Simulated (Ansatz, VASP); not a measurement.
**Sc: VASP beside Ansatz**

INCAR

```
SYSTEM = Sc
  PREC = Accurate
  ENCUT = 520
  EDIFF = 1E-6
  ISMEAR = -1
  SIGMA = 0.1
  LREAL = .False.
  LASPH = .True.
  NELM = 80
  ALGO = Normal
  ISIF = 2
  LWAVE = .False.
  LCHARG = .True.
  GGA = RE
  LELF = .True.
  LVHAR = .True.
  NBANDS = 12
```

KPOINTS

```
regular mesh
0
Gamma
  13 13 13
  0 0 0
```

POSCAR

```
Sc
1.0
    0.0000000000      2.3678670849      2.3678670849
    2.3678670849      0.0000000000      2.3678670849
    2.3678670849      2.3678670849      0.0000000000
Sc
1
Direct
    0.0000000000      0.0000000000      0.0000000000
```

Input for Ansatz:

```yaml
crystal:
  lattice:
    - [0.0, 2.3678670849, 2.3678670849]
    - [2.3678670849, 0.0, 2.3678670849]
    - [2.3678670849, 2.3678670849, 0.0]
  atoms:
    - { symbol: Sc, position: [0.0, 0.0, 0.0] }
hamiltonian:
  xc: revpbe
  pseudopotentials:
    kind: paw
    azcp:
      Sc: "pseudopotentials/Sc.paw.azcp"
basis:
  ecutwfc: 420
  fft_grid_basis: typed
kpoints:
  mp_grid: { grid: [13, 13, 13], shift: [0, 0, 0] }
magnetization:
  spin_polarized: false
scf:
  occupations: { method: fermi_dirac, width: 0.1 }
  lower_state_search: "off"
output:
  stress: true
```

Alike in both runs: task single point; functional revPBE; k mesh 13 × 13 × 13; occupations fermi-dirac, width 0.1 eV; no spin polarisation.

|  | VASP | Ansatz |
| --- | --- | --- |
| version | VASP 6.6.1 | Ansatz 0.2.0 |
| potentials or method | VASP PAW PBE potentials, release 64 (Sc_sv), cutoff 520 eV | plane waves (420 eV) with PAW, scalar-relativistic |
| valence electrons in the cell | 11 | 11 |

|  | VASP | Ansatz | Ansatz less VASP |
| --- | --- | --- | --- |
| pressure (GPa) | -1.8 | -1.8 | -0.02 |

VASP's potentials were made for PBE, not for revPBE.
